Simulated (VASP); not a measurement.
NbTe, 2 atoms in the cell. Symmetry: Pm-3m, No. 221, cubic system. Conventional cell: a = 3.379 Å, b = 3.379 Å, c = 3.379 Å, α = 90.00°, β = 90.00°, γ = 90.00°. Within 3.9 Å of Nb (site symmetry m-3m) lie 8 Te at 2.93 Å and 6 Nb at 3.38 Å. Te (site symmetry m-3m) has 8 Nb at 2.93 Å and 6 Te at 3.38 Å within 3.9 Å. 

```yaml
Program: VASP 6.6.1
Task: single point
Functional: PBE
Potentials_or_basis: VASP PAW PBE potentials, release 64 (Nb_sv, Te)
Cutoff: 520 eV
k_mesh: 8 × 8 × 8
Occupations: fermi-dirac, width 0.05 eV
Spin: no spin polarisation
Dipole_correction: no
Further_INCAR_settings: ALGO = Normal; EDIFF = 1e-07; NBANDS = 16
```

Potentials or basis: VASP PAW PBE potentials, release 64 (Nb_sv, Te).

Run with:

```sh
$ cat potpaw_PBE.64/Nb_sv/POTCAR potpaw_PBE.64/Te/POTCAR > POTCAR
$ mpirun -np 1 vasp_std > vasp.out
```

Hardware: 1 thread of AMD EPYC 7R43 64-Core Processor (Zen 3), with other jobs on the host.

Problem. How long does it take, and how much memory?

Solution. Wall time 46 s on 1 thread of AMD EPYC 7R43 64-Core Processor (Zen 3), on a shared host, peak memory 0.13 GiB. Counts: scf iterations 14, k points 35.
